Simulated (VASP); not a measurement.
# BeS (Fm-3m) in VASP: settings compared

The runs below take BeS through single point, relaxation of cell and atoms, with LDA, r2SCAN, PBEsol.

Everything below comes from runs of VASP 6.6.1. Logs are shortened: lines on timing, memory, paths and dates and some standing lists are left out, and cuts for length are marked.

**1. The cell of the first run**

The structure is cubic, space group Fm-3m (No. 225). Conventional cell: a = 4.635 Å, b = 4.635 Å, c = 4.635 Å, α = 90.00°, β = 90.00°, γ = 90.00°. Be (site symmetry m-3m) has 6 S at 2.32 Å within 3.1 Å. Within 3.1 Å of S (site symmetry m-3m) lie 6 Be at 2.32 Å.

**2. Single point, LDA**

Input file INCAR:

```
SYSTEM = BeS
  ALGO = Normal
  EDIFF = 1E-6
  ENCUT = 520
  GGA = CA
  ISIF = 2
  ISMEAR = 0
  LASPH = .True.
  LCHARG = .True.
  LELF = .True.
  LREAL = .False.
  LVHAR = .True.
  LWAVE = .False.
  NBANDS = 11
  NELM = 80
  PREC = Accurate
  SIGMA = 0.01
```

Input file KPOINTS:

```
k-points
0
Gamma
  10 10 10
  0 0 0
```

Input file POSCAR:

```
BeS
1.0
    0.0000000000      2.3172971938      2.3172971938
    2.3172971938      0.0000000000      2.3172971938
    2.3172971938      2.3172971938      0.0000000000
Be S
1 1
Direct
    0.0000000000      0.0000000000      0.0000000000
    0.5000000000      0.5000000000      0.5000000000
```

Potentials or basis: VASP PAW LDA potentials, release 64 (Be, S).

Command:

```console
$ cat potpaw_LDA.64/Be/POTCAR potpaw_LDA.64/S/POTCAR > POTCAR
$ mpirun -np 1 vasp_std > vasp.out
```

OUTCAR:

```text
SYSTEM = BeS
   EDIFF = 1E-6
   ENCUT = 520
   GGA = CA
   ISIF = 2
   ISMEAR = 0
   LASPH = .True.
   LREAL = .False.
   NELM = 80
   PREC = Accurate

 ion  position               nearest neighbor table
   1  0.000  0.000  0.000-   2 2.32   2 2.32   2 2.32   2 2.32   2 2.32   2 2.32
   2  0.500  0.500  0.500-   1 2.32   1 2.32   1 2.32   1 2.32   1 2.32   1 2.32

  LATTYP: Found a face centered cubic cell.
 ALAT       =     4.6345943876

  Lattice vectors:

 A1 = (   0.0000000000,   2.3172971938,   2.3172971938)
 A2 = (   2.3172971938,   0.0000000000,   2.3172971938)
 A3 = (   2.3172971938,   2.3172971938,   0.0000000000)

Analysis of symmetry for initial positions (statically):
=====================================================================
 Subroutine PRICEL returns:
 Original cell was already a primitive cell.

 Routine SETGRP: Setting up the symmetry group for a
 face centered cubic supercell.

 Subroutine GETGRP returns: Found 48 space group operations
 (whereof 48 operations were pure point group operations)
 out of a pool of 48 trial point group operations.

The static configuration has the point symmetry O_h .

Analysis of symmetry for dynamics (positions and initial velocities):
=====================================================================
 Subroutine PRICEL returns:
 Original cell was already a primitive cell.

 Routine SETGRP: Setting up the symmetry group for a
 face centered cubic supercell.

 Subroutine GETGRP returns: Found 48 space group operations
 (whereof 48 operations were pure point group operations)
 out of a pool of 48 trial point group operations.

The dynamic configuration has the point symmetry O_h .

 Subroutine INISYM returns: Found 48 space group operations
 (whereof 48 operations are pure point group operations),
 and found     1 'primitive' translations

----------------------------------------------------------------------------------------

                                     Primitive cell

  volume of cell :      24.8872

  direct lattice vectors                    reciprocal lattice vectors
     0.000000000  2.317297194  2.317297194    -0.215768612  0.215768612  0.215768612
     2.317297194  0.000000000  2.317297194     0.215768612 -0.215768612  0.215768612
     2.317297194  2.317297194  0.000000000     0.215768612  0.215768612 -0.215768612

  length of vectors
     3.277153120  3.277153120  3.277153120     0.373722199  0.373722199  0.373722199

  position of ions in fractional coordinates (direct lattice)
     0.000000000  0.000000000  0.000000000
[... 81 lines left out ...]
   NSW    =      0    number of steps for IOM
   IBRION =     -1    ionic relax: 0-MD 1-quasi-New 2-CG
   NFREE  =      0    steps in history (QN), initial steepest desc. (CG)
   ISIF   =      2    stress and relaxation
   ISYM   =      2    0-nonsym 1-usesym 2-fastsym
   POTIM  = 0.5000    time-step for ionic-motion
   TEBEG  =    0.0;   TEEND  =   0.0 temperature during run
   PSTRESS=    0.0 pullay stress
   NELECT =       8.0000    total number of electrons
   NUPDOWN=      -1.0000    fix difference up-down
   EMIN   =  10.00;   EMAX   =-10.00  energy-range for DOS
   EFERMI =   0.00;   METHOD = LEGACY
   ISMEAR =     0;   SIGMA  =   0.01  broadening in eV -4-tet -1-fermi 0-gaus
   EFERMI_NEDOS =   21; number of points for ismear=-14 and -15
   IALGO  =     38    algorithm
   IMIX   =      4    mixing-type and parameters
     AMIX     =   0.40;   BMIX     =  1.00
     AMIX_MAG =   1.60;   BMIX_MAG =  1.00
  volume/ion in A,a.u.               =      12.44        83.97
  Fermi-wavevector in a.u.,A,eV,Ry     =   1.121450  2.119232 17.111356  1.257649
  Thomas-Fermi vector in A             =   2.258103
   LORBIT       =      0    0 simple, 1 ext, 2 COOP (PROOUT), +10 PAW based schemes
   GGA     = CA    functional components
   LHFCALC =     F    Hartree Fock is set to
   AEXX    =    0.0000 exact exchange contribution
   IVDW    =     0    specifies the selected vdW correction
   LEPSILON=     F    determine dielectric tensor
   LRPA    =     F    only Hartree local field effects (RPA)
 non-spin polarized calculation
 Gauss-broadening in eV      SIGMA  =   0.01
  energy-cutoff  :      520.00
  volume of cell :       24.89
 maximum number of plane-waves:       692
   NGX = 13   NGY = 13   NGZ = 13

 number of electron       7.9999998 magnetization

 Free energy of the ion-electron system (eV)
  ---------------------------------------------------
  ext. energy  EPLUGINS =         0.00000000
  ---------------------------------------------------
  free energy    TOTEN  =       -10.10549440 eV

  energy without entropy =      -10.10549440  energy(sigma->0) =      -10.10549440

 E-fermi :   6.4682     XC(G=0): -10.7580

 val. band max:        6.4105548555   @ k =  -0.2000   0.1000   0.0000
 cond. band min:       7.4271396572   @ k =   0.5000   0.5000   0.0000
 fundamental gap:      1.0165848016
 Fermi energy:         6.4681651464

 k-point     1 :       0.0000    0.0000    0.0000
  band No.  band energies     occupation
      1      -8.5845      2.00000
      2       6.1487      2.00000
      3       6.1487      2.00000
      4       6.1487      2.00000
      5      11.6660      0.00000
      6      15.2507      0.00000
      7      15.2507      0.00000
      8      15.2507      0.00000
      9      15.8494      0.00000
     10      15.8494      0.00000
     11      15.8494      0.00000
[... 309 lines left out ...]
 k-point    24 :       0.4000    0.3000    0.0000
  band No.  band energies     occupation
      1      -6.3121      2.00000
      2       1.2369      2.00000
      3       3.4041      2.00000
      4       3.8160      2.00000
      5       8.4000      0.00000
      6      11.8123      0.00000
      7      16.0601      0.00000
      8      16.4074      0.00000
      9      18.0303      0.00000
     10      22.0066      0.00000
     11      23.5402      0.00000

 [... further k-points ...]
[... 5 lines left out ...]
  --------------------------------------------------------------------------------------
  -------------------------------------------------------------------------------------
  Total       -0.8532566     -0.8532566     -0.8532566      0.0000000      0.0000000     -0.0000000
  in kB      -54.9306882    -54.9306882    -54.9306882      0.0000000      0.0000000     -0.0000000
  external PRESSURE =     -54.9306882 kB  Pullay stress =       0.0000000 kB

 VOLUME and BASIS-vectors are now :
 -----------------------------------------------------------------------------
  energy-cutoff  :      520.00
  volume of cell :       24.89
      direct lattice vectors                 reciprocal lattice vectors
     0.000000000  2.317297194  2.317297194    -0.215768612  0.215768612  0.215768612
     2.317297194  0.000000000  2.317297194     0.215768612 -0.215768612  0.215768612
     2.317297194  2.317297194  0.000000000     0.215768612  0.215768612 -0.215768612

 POSITION                                       TOTAL-FORCE (eV/Angst)
 -----------------------------------------------------------------------------------
      0.00000      0.00000      0.00000         0.000000      0.000000      0.000000
      2.31730      2.31730      2.31730        -0.000000     -0.000000     -0.000000
 -----------------------------------------------------------------------------------
    total drift:                               -0.000000     -0.000000      0.000000

  FREE ENERGIE OF THE ION-ELECTRON SYSTEM (eV)
  ---------------------------------------------------
  free  energy   TOTEN  =       -10.1054944010 eV

  energy  without entropy=      -10.1054944010  energy(sigma->0) =      -10.10549440
```

stdout:

```text
POSCAR found type information on POSCAR BeS
 POSCAR found :  2 types and       2 ions
 scaLAPACK will be used
 LDA part: xc-table for (Slater(with rela. corr.)+CA(PZ))
 , standard interpolation
 POSCAR, INCAR and KPOINTS ok, starting setup
 FFT: planning ... GRIDC
 FFT: planning ... GRID_SOFT
 FFT: planning ... GRID
 WAVECAR not read
 entering main loop
```

Run time: 18 s. Hardware: 1 thread of AMD EPYC, shared host; peak memory 0.09 GiB.

What came out:

```yaml
Free_energy: -10.1055 eV
Pressure: -5.5 GPa
Band_gap_on_the_k_mesh: 1.02 eV, indirect (least direct gap 4.16 eV)
```

A k mesh can miss the band edges. Expect the measured gap to be larger: semilocal functionals such as LDA lack the derivative discontinuity.

**3. Single point, r2SCAN**

POSCAR is that of step 2.

Input file INCAR.step1:

```
ALGO = Normal
EDIFF = 1E-4
ENCUT = 520
GGA = PE
ISMEAR = -1
LASPH = True
LCHARG = False
LREAL = False
LWAVE = True
NBANDS = 11
NELM = 80
PREC = Accurate
SIGMA = 0.02
```

Input file INCAR.step2:

```
ALGO = Normal
EDIFF = 1E-7
ENCUT = 520
ISIF = 2
ISMEAR = -1
ISTART = 1
LASPH = True
LCHARG = False
LMIXTAU = True
LREAL = False
LWAVE = False
METAGGA = R2SCAN
NBANDS = 11
NELM = 80
PREC = Accurate
SIGMA = 0.02
```

Input file KPOINTS:

```
k-points
0
Gamma
  8 8 8
```

Potentials or basis: VASP PAW PBE potentials, release 64 (Be, S).

Command:

```console
$ cat potpaw_PBE.64/Be/POTCAR potpaw_PBE.64/S/POTCAR > POTCAR
$ cp INCAR.step1 INCAR
$ mpirun -np 1 vasp_std > vasp.out
$ cp INCAR.step2 INCAR
$ mpirun -np 1 vasp_std > vasp.out
```

It took 71 s on 1 thread of AMD EPYC, shared host; peak memory 0.11 GiB.

It converged, with:

| Quantity | Value |
| --- | --- |
| Free energy | -13.5508 eV |
| Pressure | -0.1 GPa |
| Band gap on the k mesh | 1.35 eV, indirect (least direct gap 4.60 eV) |

Levels at points of the mesh, in eV from the valence-band top:
| k point | band 1 | band 2 | band 3 | band 4 | band 5 | band 6 | band 7 | band 8 |
| --- | --- | --- | --- | --- | --- | --- | --- | --- |
| (0.00, 0.00, 0.00) | -15.74 | -0.26 | -0.26 | -0.26 | 6.21 | 9.39 | 9.39 | 9.39 |
| (0.50, 0.00, 0.00) | -13.38 | -7.43 | -0.53 | -0.53 | 4.49 | 4.49 | 4.85 | 11.20 |
| (0.50, 0.50, 0.00) | -12.30 | -6.94 | -3.25 | -3.25 | 1.35 | 4.86 | 12.98 | 12.98 |

Caveat: the PAW data sets were made with another functional, which shifts forces and pressure a little. r2SCAN opens gaps a little over a GGA but as a rule still falls short of measured ones.

(Continued in part 2 of 2.)
